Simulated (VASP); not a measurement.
# Ru (P6_3/mmc) in VASP: notebook, part 2 of 2

VASP 6.6.1. Earlier steps stand in the parts before.

### Step 3. Single point, r2SCAN

This run uses another cell than the first one, of 13.49 Å³/atom.

The input, POSCAR:

```
Ru
1.0
    2.7024647918      0.0000000000      0.0000000000
   -1.3512323959      2.3404031625      0.0000000000
    0.0000000000      0.0000000000      4.2658390126
Ru
2
Direct
    0.3333333333      0.6666666667      0.2500000000
    0.6666666667      0.3333333333      0.7500000000
```

The input, INCAR.step1:

```
ALGO = Normal
EDIFF = 1E-5
ENCUT = 620
GGA = PE
GGA_COMPAT = False
ISMEAR = 0
LASPH = True
LCHARG = False
LREAL = False
LWAVE = True
NBANDS = 23
NELM = 120
PREC = Accurate
SIGMA = 0.1
```

The input, INCAR.step2:

```
ALGO = Normal
EDIFF = 1E-6
ENCUT = 620
GGA_COMPAT = False
ISIF = 2
ISMEAR = 0
ISTART = 1
LASPH = True
LCHARG = False
LMIXTAU = True
LREAL = False
LWAVE = False
METAGGA = R2SCAN
NBANDS = 23
NELM = 120
PREC = Accurate
SIGMA = 0.1
```

The input, KPOINTS:

```
k-points
0
Gamma
  18 18 10
```

Potentials or basis: VASP PAW PBE potentials, release 64 (Ru_sv).

Launch:

```console
> cat potpaw_PBE.64/Ru_sv/POTCAR > POTCAR
> cp INCAR.step1 INCAR
> mpirun -np 1 vasp_std > vasp.out
> cp INCAR.step2 INCAR
> mpirun -np 1 vasp_std > vasp.out
```

OUTCAR:

```text
EDIFF = 1E-6
   ENCUT = 620
   ISIF = 2
   ISMEAR = 0
   ISTART = 1
   LASPH = True
   LREAL = False
   METAGGA = R2SCAN
   NELM = 120
   PREC = Accurate

 ion  position               nearest neighbor table
   1  0.333  0.667  0.250-   2 2.64   2 2.64   2 2.64   2 2.64   2 2.64   2 2.64
   2  0.667  0.333  0.750-   1 2.64   1 2.64   1 2.64   1 2.64   1 2.64   1 2.64

  LATTYP: Found a hexagonal cell.
 ALAT       =     2.7024647918
 C/A-ratio  =     1.5784993853

  Lattice vectors:

 A1 = (   2.7024647918,   0.0000000000,   0.0000000000)
 A2 = (  -1.3512323959,   2.3404031625,   0.0000000000)
 A3 = (   0.0000000000,   0.0000000000,   4.2658390126)

Analysis of symmetry for initial positions (statically):
=====================================================================
 Subroutine PRICEL returns:
 Original cell was already a primitive cell.

 Routine SETGRP: Setting up the symmetry group for a
 hexagonal supercell.

 Subroutine GETGRP returns: Found 24 space group operations
 (whereof 12 operations were pure point group operations)
 out of a pool of 24 trial point group operations.

The static configuration has the point symmetry D_3d.
[... 161 lines left out ...]

  energy without entropy =      -50.93650628  energy(sigma->0) =      -50.94091501

 E-fermi :  15.1664     XC(G=0): -15.5836

 val. band max:       15.1656830321   @ k =   0.1667   0.1111   0.3000
 cond. band min:      15.1870535871   @ k =   0.0556  -0.0000   0.1000
 fundamental gap:      0.0213705550
 Fermi energy:        15.1664088017

 k-point     1 :       0.0000    0.0000    0.0000
  band No.  band energies     occupation
      1     -60.1752      2.00000
      2     -59.9416      2.00000
      3     -29.9350      2.00000
      4     -28.9098      2.00000
      5     -28.9098      2.00000
      6     -28.7214      2.00000
[... 613 lines left out ...]
     22      27.8261      0.00000
     23      27.8961      0.00000

 [... further k-points ...]

------------------------ aborting loop because EDIFF is reached ----------------------------------------

  FORCE on cell =-STRESS in cart. coord.  units (eV):
  Direction    XX          YY          ZZ          XY          YZ          ZX
  --------------------------------------------------------------------------------------
  -------------------------------------------------------------------------------------
  Total        0.0149477      0.0149477      0.0249624      0.0000000      0.0000000      0.0000000
  in kB        0.8876277      0.8876277      1.4823195      0.0000000      0.0000000      0.0000000
  external PRESSURE =       1.0858583 kB  Pullay stress =       0.0000000 kB

 VOLUME and BASIS-vectors are now :
 -----------------------------------------------------------------------------
  energy-cutoff  :      620.00
  volume of cell :       26.98
      direct lattice vectors                 reciprocal lattice vectors
     2.702464792  0.000000000  0.000000000     0.370032573  0.213638406  0.000000000
    -1.351232396  2.340403162  0.000000000     0.000000000  0.427276811  0.000000000
     0.000000000  0.000000000  4.265839013     0.000000000  0.000000000  0.234420473

 POSITION                                       TOTAL-FORCE (eV/Angst)
 -----------------------------------------------------------------------------------
     -0.00000      1.56027      1.06646        -0.000000     -0.000000      0.000000
      1.35123      0.78013      3.19938         0.000000      0.000000      0.000000
 -----------------------------------------------------------------------------------
    total drift:                                0.000000     -0.000000      0.000000

  FREE ENERGIE OF THE ION-ELECTRON SYSTEM (eV)
  ---------------------------------------------------
  free  energy   TOTEN  =       -50.9453237332 eV

  energy  without entropy=      -50.9365062845  energy(sigma->0) =      -50.94091501
```

OUTCAR.step1:

```text
EDIFF = 1E-5
   ENCUT = 620
   GGA = PE
   ISMEAR = 0
   LASPH = True
[... 848 lines left out ...]
 -----------------------------------------------------------------------------------
     -0.00000      1.56027      1.06646         0.000000      0.000000      0.000000
      1.35123      0.78013      3.19938         0.000000     -0.000000      0.000000
 -----------------------------------------------------------------------------------
    total drift:                                0.000000     -0.000000      0.000000

  FREE ENERGIE OF THE ION-ELECTRON SYSTEM (eV)
  ---------------------------------------------------
  free  energy   TOTEN  =       -18.5519883266 eV

  energy  without entropy=      -18.5429209820  energy(sigma->0) =      -18.54745465
```

OSZICAR.step1:

```text
N       E                     dE             d eps       ncg     rms          rms(c)
DAV:   1     0.482229117951E+03    0.48223E+03   -0.23157E+04 10228   0.184E+03
DAV:   2    -0.566039680550E+01   -0.48789E+03   -0.46902E+03 11598   0.583E+02
DAV:   3    -0.196934628869E+02   -0.14033E+02   -0.13770E+02 11893   0.111E+02
DAV:   4    -0.198231618837E+02   -0.12970E+00   -0.12961E+00 11641   0.115E+01
DAV:   5    -0.198250116628E+02   -0.18498E-02   -0.18498E-02 12033   0.134E+00    0.266E+01
DAV:   6    -0.186093516748E+02    0.12157E+01   -0.28666E+00 11171   0.169E+01    0.521E+00
DAV:   7    -0.185568688701E+02    0.52483E-01   -0.14172E-01 12124   0.322E+00    0.116E+00
DAV:   8    -0.185518798653E+02    0.49890E-02   -0.75334E-03 10800   0.104E+00    0.967E-02
DAV:   9    -0.185519743488E+02   -0.94484E-04   -0.15935E-04 14127   0.141E-01    0.298E-02
DAV:  10    -0.185519889289E+02   -0.14580E-04   -0.13968E-05  8520   0.322E-02    0.361E-03
DAV:  11    -0.185519883266E+02    0.60232E-06   -0.86152E-07  6436   0.100E-02
   1 F= -.18551988E+02 E0= -.18547455E+02  d E =-.906734E-02
```

Run time: 6 min. Hardware: 1 thread of Intel Xeon Platinum 8488C (Sapphire Rapids), shared host; peak memory 0.26 GiB.

What came out:

| Quantity | Value |
| --- | --- |
| Free energy | -50.9453 eV |
| Pressure | 0.1 GPa |
| Band gap on the k mesh | zero (bands 16 and 17 overlap by 3.29 eV) |

Levels at points of the mesh, in eV from the Fermi level:
```
           k point  band 14  band 15  band 16  band 17  band 18  band 19
(0.00, 0.00, 0.00)    -2.00    -2.00    -1.48    -1.48     1.25     1.25
(0.50, 0.00, 0.00)    -1.89    -1.57     1.49     1.93     2.03     4.27
(0.00, 0.00, 0.50)    -2.90    -2.82    -2.82     0.58     0.58     0.58
(0.50, 0.00, 0.50)    -1.12     0.47     0.47     1.76     1.76     3.57
```

Caveat: the PAW data sets were made with another functional, which shifts forces and pressure a little.

### Step 4. Single point, r2SCAN (biaxial strain in the a-b plane: -2.0 %)

The input, POSCAR:

```
Ru
1.0
    2.6484154959      0.0000000000      0.0000000000
   -1.3242077479      2.2935950992      0.0000000000
    0.0000000000      0.0000000000      4.3170290801
Ru
2
Direct
    0.3333333333      0.6666666667      0.2500000000
    0.6666666667      0.3333333333      0.7500000000
```

The input, INCAR.step1:

```
SYSTEM = Ru
PREC     = Accurate       ! precision mode
ENCUT    = 520            ! plane-wave cutoff, eV
ISMEAR   = 0              ! smearing method
SIGMA    = 0.1            ! smearing width, eV
LREAL    = .False.        ! projectors in reciprocal space
LASPH    = .True.         ! aspherical terms in the spheres
NELM     = 60             ! most SCF steps
NBANDS   = 21             ! bands
GGA      = PE             ! functional
ALGO     = Normal         ! electronic algorithm
EDIFF    = 1E-4           ! SCF threshold, eV
LWAVE    = .True.         ! write WAVECAR
LCHARG   = .False.        ! write CHGCAR
```

The input, INCAR.step2:

```
SYSTEM = Ru
PREC     = Accurate       ! precision mode
ENCUT    = 520            ! plane-wave cutoff, eV
EDIFF    = 1E-6           ! SCF threshold, eV
ISMEAR   = 0              ! smearing method
SIGMA    = 0.1            ! smearing width, eV
LREAL    = .False.        ! projectors in reciprocal space
LASPH    = .True.         ! aspherical terms in the spheres
NELM     = 60             ! most SCF steps
ALGO     = Normal         ! electronic algorithm
ISIF     = 2              ! what is computed and relaxed
LWAVE    = .False.        ! write WAVECAR
LCHARG   = .False.        ! write CHGCAR
METAGGA  = R2SCAN         ! meta-GGA
LMIXTAU  = .True.       
NBANDS   = 21             ! bands
ISTART   = 1
```

The input, KPOINTS:

```
Automatic mesh
0
Gamma
  24 24 12
  0 0 0
```

Potentials or basis: VASP PAW PBE potentials, release 64 (Ru_pv).

Launch:

```console
> cat potpaw_PBE.64/Ru_pv/POTCAR > POTCAR
> cp INCAR.step1 INCAR
> mpirun -np 1 vasp_std > vasp.out
> cp INCAR.step2 INCAR
> mpirun -np 1 vasp_std > vasp.out
```

OUTCAR:

```text
SYSTEM = Ru
   PREC = Accurate
   ENCUT = 520
   EDIFF = 1E-6
   ISMEAR = 0
   LREAL = .False.
   LASPH = .True.
   NELM = 60
   ISIF = 2
   METAGGA = R2SCAN
   ISTART = 1

 ion  position               nearest neighbor table
   1  0.333  0.667  0.250-   2 2.65   2 2.65   2 2.65   2 2.65   2 2.65   2 2.65
   2  0.667  0.333  0.750-   1 2.65   1 2.65   1 2.65   1 2.65   1 2.65   1 2.65

  LATTYP: Found a hexagonal cell.
 ALAT       =     2.6484154959
 C/A-ratio  =     1.6300422221

  Lattice vectors:

 A1 = (   2.6484154959,   0.0000000000,   0.0000000000)
 A2 = (  -1.3242077479,   2.2935950992,   0.0000000000)
 A3 = (   0.0000000000,   0.0000000000,   4.3170290801)

Analysis of symmetry for initial positions (statically):
=====================================================================
 Subroutine PRICEL returns:
 Original cell was already a primitive cell.

 Routine SETGRP: Setting up the symmetry group for a
 hexagonal supercell.

 Subroutine GETGRP returns: Found 24 space group operations
 (whereof 12 operations were pure point group operations)
 out of a pool of 24 trial point group operations.

The static configuration has the point symmetry D_3d.
 The point group associated with its full space group is D_6h.
[... 160 lines left out ...]

  energy without entropy =      -50.78842125  energy(sigma->0) =      -50.79253512

 E-fermi :  13.3960     XC(G=0): -15.6586

 val. band max:       13.3905620605   @ k =   0.2083   0.1250   0.0000
 cond. band min:      13.3972152554   @ k =   0.3750  -0.0000   0.3333
 fundamental gap:      0.0066531949
 Fermi energy:        13.3959866929

 k-point     1 :       0.0000    0.0000    0.0000
  band No.  band energies     occupation
      1     -31.8057      2.00000
      2     -30.6831      2.00000
      3     -30.6831      2.00000
      4     -30.5103      2.00000
      5     -30.5094      2.00000
      6     -30.5094      2.00000
[... 565 lines left out ...]
     20      21.7939      0.00000
     21      25.3926      0.00000

 [... further k-points ...]

------------------------ aborting loop because EDIFF is reached ----------------------------------------

  FORCE on cell =-STRESS in cart. coord.  units (eV):
  Direction    XX          YY          ZZ          XY          YZ          ZX
  --------------------------------------------------------------------------------------
  -------------------------------------------------------------------------------------
  Total        2.8907989      2.8907989      0.1363854      0.0000000      0.0000000      0.0000000
  in kB      176.6202979    176.6202979      8.3327920      0.0000000      0.0000000      0.0000000
  external PRESSURE =     120.5244626 kB  Pullay stress =       0.0000000 kB

 VOLUME and BASIS-vectors are now :
 -----------------------------------------------------------------------------
  energy-cutoff  :      520.00
  volume of cell :       26.22
      direct lattice vectors                 reciprocal lattice vectors
     2.648415496  0.000000000  0.000000000     0.377584258  0.217998373  0.000000000
    -1.324207748  2.293595099  0.000000000     0.000000000  0.435996746  0.000000000
     0.000000000  0.000000000  4.317029080     0.000000000  0.000000000  0.231640784

 POSITION                                       TOTAL-FORCE (eV/Angst)
 -----------------------------------------------------------------------------------
     -0.00000      1.52906      1.07926         0.000000     -0.000000      0.000000
      1.32421      0.76453      3.23777        -0.000000      0.000000      0.000000
 -----------------------------------------------------------------------------------
    total drift:                               -0.000000      0.000000     -0.000000

  FREE ENERGIE OF THE ION-ELECTRON SYSTEM (eV)
  ---------------------------------------------------
  free  energy   TOTEN  =       -50.7966489836 eV

  energy  without entropy=      -50.7884212518  energy(sigma->0) =      -50.79253512
```

OSZICAR.step1:

```text
N       E                     dE             d eps       ncg     rms          rms(c)
DAV:   1     0.288847180782E+03    0.28885E+03   -0.17556E+04 17974   0.149E+03
DAV:   2    -0.136851381159E+02   -0.30253E+03   -0.29324E+03 18389   0.448E+02
DAV:   3    -0.196378022737E+02   -0.59527E+01   -0.59152E+01 21164   0.701E+01
DAV:   4    -0.196813437227E+02   -0.43541E-01   -0.43467E-01 22320   0.579E+00
DAV:   5    -0.196818859052E+02   -0.54218E-03   -0.53855E-03 20286   0.588E-01    0.193E+01
DAV:   6    -0.184713490166E+02    0.12105E+01   -0.26494E+00 20629   0.160E+01    0.567E+00
DAV:   7    -0.183853264366E+02    0.86023E-01   -0.45875E-01 20639   0.519E+00    0.113E+00
DAV:   8    -0.183773624999E+02    0.79639E-02   -0.16916E-02 19329   0.117E+00    0.345E-01
DAV:   9    -0.183770607626E+02    0.30174E-03   -0.62215E-04 20455   0.268E-01    0.360E-02
DAV:  10    -0.183770686986E+02   -0.79361E-05   -0.44382E-05 11277   0.710E-02
   1 F= -.18377069E+02 E0= -.18372813E+02  d E =-.851108E-02
```

Run time: 8.4 min. Hardware: 1 thread of Oxide Virtual Turin-like, shared host; peak memory 0.25 GiB.

Results:

```yaml
Free_energy: -50.7966 eV
Pressure: 12.1 GPa
Band_gap_on_the_k_mesh: zero (bands 14 and 15 overlap by 3.47 eV)
```

Stress tensor (GPa, compression positive):
```
17.66  0.00  0.00
 0.00 17.66  0.00
 0.00  0.00  0.83
```

Caveat: the cell differs from its parent crystal (biaxial strain in the a-b plane: -2.0 %); the stress differs along the axes, from 1 to 18 GPa; the PAW data sets were made with another functional, which shifts forces and pressure a little.

### Step 5. Single point, r2SCAN (biaxial strain in the a-b plane: -1.0 %, then relaxed in part)

The input, POSCAR:

```
Ru
1.0
    2.6754401438      0.0000000000      0.0000000000
   -1.3377200719      2.3169991308      0.0000000000
    0.0000000000      0.0000000000      4.2862706830
Ru
2
Direct
    0.3333333333      0.6666666667      0.2500000000
    0.6666666667      0.3333333333      0.7500000000
```

The input, INCAR.step1:

```
SYSTEM = Ru
PREC = Accurate ; ENCUT = 520
ISMEAR = 0 ; SIGMA = 0.1
LREAL = .FALSE. ; LASPH = .TRUE.
NELM = 100 ; NBANDS = 21
GGA = PE ; ALGO = Normal
EDIFF = 1E-4 ; LWAVE = .TRUE.
LCHARG = .FALSE.
```

The input, INCAR.step2:

```
SYSTEM = Ru
PREC = Accurate ; ENCUT = 520
EDIFF = 1E-6 ; ISMEAR = 0
SIGMA = 0.1 ; LREAL = .FALSE.
LASPH = .TRUE. ; NELM = 100
ALGO = Normal ; ISIF = 2
LWAVE = .FALSE. ; LCHARG = .FALSE.
METAGGA = R2SCAN ; LMIXTAU = .TRUE.
NBANDS = 21 ; ISTART = 1
```

The input, KPOINTS:

```
regular mesh
0
G
  24 24 12
  0 0 0
```

Launch:

```console
> cat potpaw_PBE.64/Ru_pv/POTCAR > POTCAR
> cp INCAR.step1 INCAR
> mpirun -np 1 vasp_std > vasp.out
> cp INCAR.step2 INCAR
> mpirun -np 1 vasp_std > vasp.out
```

It took 6 min on 1 thread of Oxide Virtual Turin-like, shared host; peak memory 0.26 GiB.

It converged, with:

- Free energy: -50.8406 eV
- Pressure: 6.9 GPa
- Band gap on the k mesh: zero (bands 14 and 15 overlap by 3.48 eV)

Stress tensor (GPa, compression positive):
```
9.55 0.00 0.00
0.00 9.55 0.00
0.00 0.00 1.73
```

Levels at points of the mesh, in eV from the Fermi level:
```
           k point  band 11  band 12  band 13  band 14  band 15  band 16  band 17  band 18
(0.00, 0.00, 0.00)    -2.75    -2.10    -2.10    -1.42    -1.42     1.20     1.25     1.25
(0.50, 0.00, 0.00)    -2.34    -1.88    -1.71     1.60     1.98     2.02     4.37     6.60
(0.00, 0.00, 0.50)    -2.95    -2.95    -2.95    -2.95     0.56     0.56     0.56     0.56
(0.50, 0.00, 0.50)    -1.12    -1.12     0.47     0.47     1.85     1.85     3.62     3.62
```

Caveat: the cell differs from its parent crystal (biaxial strain in the a-b plane: -1.0 %, then relaxed in part); the stress differs along the axes, from 2 to 10 GPa; the PAW data sets were made with another functional, which shifts forces and pressure a little.

### Step 6. Single point, r2SCAN (biaxial strain in the a-b plane: -1.0 %)

POSCAR: that of step 5 with these lines changed.

```diff
@@ -4,3 +4,3 @@
    -1.3377200719      2.3169991308      0.0000000000
-    0.0000000000      0.0000000000      4.2862706830
+    0.0000000000      0.0000000000      4.2914340460
 Ru
```

The input, INCAR.step1:

```
PREC = Accurate ; ENCUT = 520
ISMEAR = 0 ; SIGMA = 0.1
LREAL = F ; LASPH = T
NELM = 80 ; NBANDS = 21
GGA = PE ; ALGO = Normal
EDIFF = 1E-4 ; LWAVE = T
LCHARG = F
```

The input, INCAR.step2:

```
PREC = Accurate ; ENCUT = 520
EDIFF = 1E-6 ; ISMEAR = 0
SIGMA = 0.1 ; LREAL = F
LASPH = T ; NELM = 80
ALGO = Normal ; ISIF = 2
LWAVE = F ; LCHARG = T
METAGGA = R2SCAN ; LMIXTAU = T
LELF = T ; LVHAR = T
NBANDS = 21 ; ISTART = 1
```

The input, KPOINTS:

```
regular mesh
0
Gamma
  24 24 12
```

Potentials or basis: VASP PAW PBE potentials, release 64 (Ru_pv).

Launch:

```console
> cat potpaw_PBE.64/Ru_pv/POTCAR > POTCAR
> cp INCAR.step1 INCAR
> mpirun -np 1 vasp_std > vasp.out
> cp INCAR.step2 INCAR
> mpirun -np 1 vasp_std > vasp.out
```

Wall time 5.8 min (1 thread of Oxide Virtual Turin-like, shared host); peak memory 0.26 GiB.

The run converged. Its results:

- Free energy: -50.8409 eV
- Pressure: 6.5 GPa
- Band gap on the k mesh: zero (bands 14 and 15 overlap by 3.48 eV)

Stress tensor (GPa, compression positive):
```
9.29 0.00 0.00
0.00 9.29 0.00
0.00 0.00 0.89
```

Levels at points of the mesh, in eV from the Fermi level:
```csv
k point,band 12,band 13,band 14,band 15,band 16,band 17
"(0.00, 0.00, 0.00)",-2.10,-2.10,-1.41,-1.41,1.19,1.25
"(0.50, 0.00, 0.00)",-1.88,-1.72,1.60,1.97,2.02,4.37
"(0.00, 0.00, 0.50)",-2.94,-2.94,-2.94,0.55,0.55,0.55
"(0.50, 0.00, 0.50)",-1.11,0.47,0.47,1.85,1.85,3.62
```

Caveat: the cell differs from its parent crystal (biaxial strain in the a-b plane: -1.0 %); the stress differs along the axes, from 1 to 9 GPa; the PAW data sets were made with another functional, which shifts forces and pressure a little.

### Step 7. Summary

| potentials or basis | cell | k mesh | cutoff (eV) | gap on the mesh (eV) | pressure (GPa) |
| --- | --- | --- | --- | --- | --- |
| VASP PAW PBE potentials, release 64 (Ru_pv) | a = 2.702, b = 2.702, c = 4.394 Å, angles 90.0, 90.0, 120.0°, 2 atoms | 24 × 24 × 12 | 550 | none | -8.0 |
| VASP PAW PBE potentials, release 64 (Ru_sv) | a = 2.702, b = 2.702, c = 4.266 Å, angles 90.0, 90.0, 120.0°, 2 atoms | 18 × 18 × 10 | 620 | none | 0.1 |
| VASP PAW PBE potentials, release 64 (Ru_pv) | a = 2.648, b = 2.648, c = 4.317 Å, angles 90.0, 90.0, 120.0°, 2 atoms | 24 × 24 × 12 | 520 | none | 12.1 |
| VASP PAW PBE potentials, release 64 (Ru_pv) | a = 2.675, b = 2.675, c = 4.286 Å, angles 90.0, 90.0, 120.0°, 2 atoms | 24 × 24 × 12 | 520 | none | 6.9 |
| VASP PAW PBE potentials, release 64 (Ru_pv) | a = 2.675, b = 2.675, c = 4.291 Å, angles 90.0, 90.0, 120.0°, 2 atoms | 24 × 24 × 12 | 520 | none | 6.5 |

Alike in all rows: task single point; level r2SCAN; no spin polarisation; smearing gaussian 0.1 eV.

Caveats: the PAW data sets were made with another functional, which shifts forces and pressure a little; the stress differs along the axes, from -17 to -3 GPa (at least some runs); the stress differs along the axes, from 1 to 18 GPa (at least some runs); the stress differs along the axes, from 2 to 10 GPa (at least some runs); the stress differs along the axes, from 1 to 9 GPa (at least some runs).

Absolute energies hang on the potentials; compare differences alone.

The gap in the log of VASP goes by the Fermi energy; the results here count the filled bands.